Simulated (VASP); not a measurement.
A run of VASP 6.6.1:

INCAR

```
  PREC = Accurate
  ENCUT = 520
  EDIFF = 1E-6
  ISMEAR = 0
  SIGMA = 0.15
  LREAL = False
  LASPH = True
  NELM = 100
  ALGO = Fast
  ISIF = 2
  LWAVE = False
  LCHARG = False
  GGA = PS
  NBANDS = 20
```

KPOINTS

```
regular mesh
0
Gamma
  21 21 12
```

Contents of POSCAR:

```
Mn
1.0
    2.4463910840      0.0000000000      0.0000000000
   -1.2231955420      2.1186368263      0.0000000000
    0.0000000000      0.0000000000      4.1469808500
Mn
2
Direct
    0.6666666667      0.3333333333      0.7500000000
    0.3333333333      0.6666666667      0.2500000000
```

Potentials or basis: VASP PAW PBE potentials, release 64 (Mn_pv).

Command:

```sh
$ cat potpaw_PBE.64/Mn_pv/POTCAR > POTCAR
$ mpirun -np 1 vasp_std > vasp.out
```

Hardware: 1 thread of Intel(R) Xeon(R) Platinum 8375C CPU @ 2.90GHz (Ice Lake), on a shared host.

**Question.** Estimate the wall time of this run.

**Answer.** Wall time 2.8 min on 1 thread of Intel(R) Xeon(R) Platinum 8375C CPU @ 2.90GHz (Ice Lake), on a shared host, peak memory 0.22 GiB. Counts: scf iterations 15, k points 336.
